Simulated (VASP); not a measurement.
Set up this calculation in VASP 6.6.1, as the native input.

```
Task                   : single point
Functional             : PBE
Potentials or basis    : VASP PAW PBE potentials, release 64 (W_sv, S)
Cutoff                 : 520 eV
k mesh                 : 9 × 9 × 9
Occupations            : fermi-dirac, width 0.05 eV
Spin                   : no spin polarisation
Dipole correction      : no
Further INCAR settings : ALGO = Normal; EDIFF = 1e-06; NBANDS = 17
```

The structure of WS lies in POSCAR:

```
WS
1.0
    3.0078900000      0.0000000000      0.0000000000
    0.0000000000      3.0078900000      0.0000000000
    0.0000000000      0.0000000000      3.0078900000
W S
1 1
Direct
    0.5000000000      0.5000000000      0.5000000000
    0.0000000000      0.0000000000      0.0000000000
```

One way to write it, as run:

INCAR

```
SYSTEM = WS
PREC = Accurate
ENCUT = 520
EDIFF = 1E-6
ISMEAR = -1
SIGMA = 0.05
LREAL = .False.
LASPH = .True.
NELM = 60
ALGO = Normal
ISIF = 2
LWAVE = .False.
LCHARG = .False.
GGA = PE
NBANDS = 17
```

KPOINTS

```
regular mesh
0
Gamma
  9 9 9
  0 0 0
```

Potentials or basis: VASP PAW PBE potentials, release 64 (W_sv, S).

Launch:

```bash
$ cat potpaw_PBE.64/W_sv/POTCAR potpaw_PBE.64/S/POTCAR > POTCAR
$ mpirun -np 1 vasp_std > vasp.out
```

It gave:

- Pressure: 0.8 GPa
- Band gap on the k mesh: zero (bands 10 and 11 overlap by 2.50 eV)

Caveat: spin-orbit coupling is left out, which moves the levels of the heavy elements.

It took 4.5 s on 1 thread of Intel(R) Xeon(R) 6975P-C (Granite Rapids), with other jobs on the host, peak memory 0.14 GiB.
